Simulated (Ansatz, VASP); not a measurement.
## Si3N: VASP beside Ansatz

```
Si N
1.0
     3.83334    0.00000    0.00000
     0.00000    5.42117    0.00000
     0.00000    0.00000   22.48776
Si N
6 2
Cartesian
  1.9167 0.0000 4.0000
  0.0000 1.3553 4.0000
  0.0000 2.7316 5.8663
  1.9167 4.0448 5.8663
  1.9167 0.0466 7.6878
  0.0000 1.3087 7.6878
  1.9167 2.7572 11.3878
  1.9167 2.7572 12.4878
```

Alike in both runs: task single point; functional PBE; dispersion D3(BJ); k mesh 7 × 5 × 1; occupations gaussian, width 0.05 eV; no spin polarisation.

|  | VASP | Ansatz |
| --- | --- | --- |
| version | VASP 6.6.1 | Ansatz 0.2.0 |
| potentials or method | VASP PAW PBE potentials, release 64 (Si, N), cutoff 520 eV | scalar-relativistic, plane waves, PAW |
| valence electrons in the cell | 34 | 34 |

VASP gave:

| Property | Result |
| --- | --- |
| gap on the k mesh at the Fermi level (eV) | none |
| rms of the force components (eV/Å) | 0.639 |

**Question.** Estimate Ansatz's values.

**Answer.** gap on the k mesh at the Fermi level (eV): none; rms of the force components (eV/Å): 0.191.

Atom by atom the forces differ by 0.519 eV/Å (rms over components). A gap of «none» marks a metal or a gap that the smearing closes. One of these differences is far larger than is usual between the two programs; its cause wasn't traced.

Noted on VASP's run: the standard files for N, O and F lose accuracy on very short bonds.
